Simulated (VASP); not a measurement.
Wanted: the native input for a VASP 6.6.1 run.

| Quantity | Value |
| --- | --- |
| Task | single point |
| Functional | PBE |
| Potentials or basis | VASP PAW PBE potentials, release 64 (Si, C) |
| Cutoff | 520 eV |
| k mesh | 8 × 8 × 8 |
| Occupations | gaussian, width 0.01 eV |
| Spin | no spin polarisation |
| Dipole correction | no |
| Further INCAR settings | ALGO = Normal; EDIFF = 1e-06; NBANDS = 11 |

The structure of SiC lies in POSCAR:

```
SiC
1.0
    0.0000000000      2.1780497569      2.1780497569
    2.1780497569      0.0000000000      2.1780497569
    2.1780497569      2.1780497569      0.0000000000
Si C
1 1
Direct
    0.2500000000      0.2500000000      0.2500000000
    0.0000000000      0.0000000000      0.0000000000
```

These files were run (other wordings do the same):

INCAR

```
PREC = Accurate
ENCUT = 520
EDIFF = 1E-6
ISMEAR = 0
SIGMA = 0.01
LREAL = False
LASPH = True
NELM = 80
ALGO = Normal
ISIF = 2
LWAVE = False
LCHARG = False
GGA = PE
NBANDS = 11
```

KPOINTS

```
regular mesh
0
Gamma
  8 8 8
```

Potentials or basis: VASP PAW PBE potentials, release 64 (Si, C).

Run with:

```console
$ cat potpaw_PBE.64/Si/POTCAR potpaw_PBE.64/C/POTCAR > POTCAR
$ mpirun -np 1 vasp_std > vasp.out
```

It gave:

| Item | Value |
| --- | --- |
| Pressure | 3.5 GPa |
| Band gap on the k mesh | 1.35 eV (least direct gap 4.54 eV) |

Caveat: the cell stands under pressure.

Run time: 7.4 s on 1 thread of AMD EPYC 7R43 64-Core Processor (Zen 3), with other jobs on the host, peak memory 0.1 GiB.
